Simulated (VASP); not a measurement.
Here is a VASP 6.6.1 calculation.

File INCAR:

```
PREC     = Accurate       # precision mode
ENCUT    = 520            # plane-wave cutoff, eV
EDIFF    = 1E-6           # SCF threshold, eV
ISMEAR   = 0              # smearing method
SIGMA    = 0.05           # smearing width, eV
LREAL    = False          # projectors in reciprocal space
LASPH    = True           # aspherical terms in the spheres
NELM     = 60             # most SCF steps
ALGO     = Normal         # electronic algorithm
ISIF     = 2              # what is computed and relaxed
LWAVE    = False          # write WAVECAR
LCHARG   = False          # write CHGCAR
GGA      = PE             # functional
NBANDS   = 15             # bands
```

Contents of KPOINTS:

```
Automatic mesh
0
Gamma
  6 6 6
```

Contents of POSCAR:

```
RbBr
1.0
    4.1929021031      0.0000000000      0.0000000000
    0.0000000000      4.1929021031      0.0000000000
    0.0000000000      0.0000000000      4.1929021031
Rb Br
1 1
Direct
   -0.0462890878      0.0000000000      0.0000000000
    0.5495122459      0.5000000000      0.5000000000
```

Potentials or basis: VASP PAW PBE potentials, release 64 (Rb_sv, Br).

The run is started by

```bash
$ cat potpaw_PBE.64/Rb_sv/POTCAR potpaw_PBE.64/Br/POTCAR > POTCAR
$ mpirun -np 1 vasp_std > vasp.out
```

Problem. Predict the largest force.

Solution. 0.256 eV/Å.

Problem. Predict the pressure.

Solution. 0.7 GPa.

Problem. Estimate the band gap on the k mesh.

Solution. 3.96 eV (least direct gap 4.11 eV).

Forces in eV/Å, atoms in the order of the input:
```
Rb   0.256  0.000  0.000
Br  -0.256  0.000  0.000
```

Caveat: the cell differs from its parent crystal (atoms displaced along a vibrational mode). A k mesh can miss the band edges.
